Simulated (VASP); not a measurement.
C: electric field gradients with PBEsol

The system is C.

```xyz
2
Lattice="0.0000 2.1270 3.3480 1.2280 0.0000 3.3480 1.2280 2.1270 0.0000" Properties=species:S:1:pos:R:3 pbc="T T T"
C     1.2280    0.7090    3.3480
C     1.2280    3.5450    3.3480
```

* Program: VASP 6.6.1
* Task: electric field gradients
* Functional: PBEsol
* Potentials or basis: VASP PAW PBE potentials, release 64 (C)
* Cutoff: 520 eV
* k mesh: 18 × 18 × 18
* Occupations: fermi-dirac, width 0.05 eV
* Spin: no spin polarisation
* Dipole correction: no
* Further INCAR settings: ALGO = Normal; EDIFF = 1e-08; NBANDS = 11

The pressure is 2.1 GPa and the largest force is 0.004 eV/Å. The largest electric field gradient by atom is C +31.9 V/Å².

Forces in eV/Å, atoms in the order of the input:
```
C    0.000  0.004  0.000
C    0.000 -0.004  0.000
```

Stress tensor (GPa, compression positive):
```
2.60 0.00 0.00
0.00 2.08 0.00
0.00 0.00 1.71
```

Electric field gradients, principal values (V/Å²):
```csv
atom,least,middle,greatest (by size)
1 C,-15.909,-15.950,31.859
2 C,-15.909,-15.950,31.859
```

It took 2.7 min on 1 thread of Intel(R) Xeon(R) Platinum 8259CL CPU @ 2.50GHz (Skylake/Cascade Lake), on a shared host, peak memory 0.24 GiB.

Caveat: this functional lacks dispersion, which binds the layers, so the pressure and a relaxed spacing across them are unreliable; without QUAD_EFG the Cq values of the log hold for a quadrupole moment of 1 mb, not for the nuclei; the PAW data sets were made with another functional, which shifts forces and pressure a little.
